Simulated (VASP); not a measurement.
HfN, 2 atoms in the cell. It takes space group I4/mmm (No. 139, tetragonal). The conventional cell has a = 3.223 Å, b = 3.223 Å, c = 4.468 Å, α = 90.00°, β = 90.00°, γ = 90.00°. Hf (site symmetry 4/mmm) has 6 N at 2.23 to 2.28 Å within 3.0 Å. Within 3.0 Å of N (site symmetry 4/mmm) lie 6 Hf at 2.23 to 2.28 Å. 

* Program: VASP 6.6.1
* Task: single point
* Functional: LDA
* Potentials or basis: VASP PAW LDA potentials, release 64 (Hf_pv, N)
* Cutoff: 520 eV
* k mesh: 18 × 18 × 18
* Occupations: gaussian, width 0.15 eV
* Spin: no spin polarisation
* Dipole correction: no
* Further INCAR settings: ALGO = Normal; EDIFF = 1e-06; NBANDS = 14

Potentials or basis: VASP PAW LDA potentials, release 64 (Hf_pv, N).

Run with:

```bash
$ cat potpaw_LDA.64/Hf_pv/POTCAR potpaw_LDA.64/N/POTCAR > POTCAR
$ mpirun -np 1 vasp_std > vasp.out
```

Hardware: 1 thread of Intel(R) Xeon(R) 6975P-C (Granite Rapids) (shared host).

Problem. How long does it take, and how much memory?

Solution. Wall time 38 s on 1 thread of Intel(R) Xeon(R) 6975P-C (Granite Rapids), with other jobs on the host, peak memory 0.26 GiB. Counts: scf iterations 12, k points 480.
